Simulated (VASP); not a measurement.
A run of VASP 6.6.1 is set up as follows.

The input INCAR:

```
PREC = Accurate
ENCUT = 520
EDIFF = 1E-6
ISMEAR = -1
SIGMA = 0.1
LREAL = F
LASPH = T
NELM = 100
ALGO = Normal
ISIF = 2
LWAVE = F
LCHARG = F
GGA = PE
NBANDS = 17
```

Contents of KPOINTS:

```
Automatic mesh
0
Gamma
  11 11 11
```

POSCAR

```
TePb
1.0
    3.5817044706      0.0000000000      0.0000000000
    0.0000000000      3.5817044706      0.0000000000
    0.0000000000      0.0000000000      3.5817044706
Pb Te
1 1
Direct
    0.0000000000      0.0000000000      0.0000000000
    0.5000000000      0.5000000000      0.5000000000
```

Potentials or basis: VASP PAW PBE potentials, release 64 (Pb_d, Te).

Launch:

```sh
$ cat potpaw_PBE.64/Pb_d/POTCAR potpaw_PBE.64/Te/POTCAR > POTCAR
$ mpirun -np 1 vasp_std > vasp.out
```

Q: Estimate the band gap on the k mesh.

A: Zero (band 10 reaches 11.59 eV, above the bottom of band 11 at 8.92 eV).

Q: What does it give for the pressure?

A: 27.4 GPa.

Caveat: spin-orbit coupling is left out, which moves the levels of the heavy elements.
